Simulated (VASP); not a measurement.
Runs of VASP 6.6.1 on KF. The structure is that of space group Fm-3m (No. 225), or close to it. The cells are those of the table. 

```csv
task,level,potentials or basis,cell,k mesh,cutoff (eV),smearing,gap on the mesh (eV),pressure (GPa),relaxed volume (Å³/atom)
single point,PBE,"VASP PAW PBE potentials, release 64 (K_sv, F)","a = 3.760 Å, angles 60.0°, 2 atoms",4 × 4 × 4,520,gaussian 0.01 eV,6.24,2.0,-
single point,LDA,"VASP PAW LDA potentials, release 64 (K_sv, F)","a = 3.650 Å, angles 60.0°, 2 atoms",8 × 8 × 8,520,fermi-dirac 0.02 eV,6.35,(b),-
relaxation of cell and atoms,PBEsol,"VASP PAW PBE potentials, release 64 (K_sv, F)","relaxed from a = 3.833 Å, angles 60.0°, 2 atoms",8 × 8 × 8,600,fermi-dirac 0.02 eV,6.14,0.0,(a)
single point,r2SCAN,"VASP PAW PBE potentials, release 64 (K_sv, F)","a = 3.760 Å, angles 60.0°, 2 atoms",8 × 8 × 8,520,fermi-dirac 0.02 eV,6.91,0.0,-
single point,PBE,"VASP PAW PBE potentials, release 64 (K_sv, F)","a = 3.760 Å, angles 60.0°, 2 atoms",8 × 8 × 8,520,fermi-dirac 0.02 eV,6.24,2.0,-
relaxation of cell and atoms,r2SCAN,"VASP PAW PBE potentials, release 64 (K_sv, F)","relaxed from a = 3.833 Å, angles 60.0°, 2 atoms",8 × 8 × 8,600,fermi-dirac 0.02 eV,6.92,0.0,18.77
single point,r2SCAN,"VASP PAW PBE potentials, release 64 (K_sv, F)","a = 3.760 Å, angles 60.0°, 2 atoms",8 × 8 × 8,520,gaussian 0.01 eV,6.91,0.0,-
```

Alike in all rows: no spin polarisation.

Problem. Estimate the missing entries.

Solution. (a) 18.68; (b) 0.2.

Caveats: some runs use coarse meshes; the PAW data sets were made with another functional, which shifts forces and pressure a little (some runs).

A k mesh can miss the band edges.
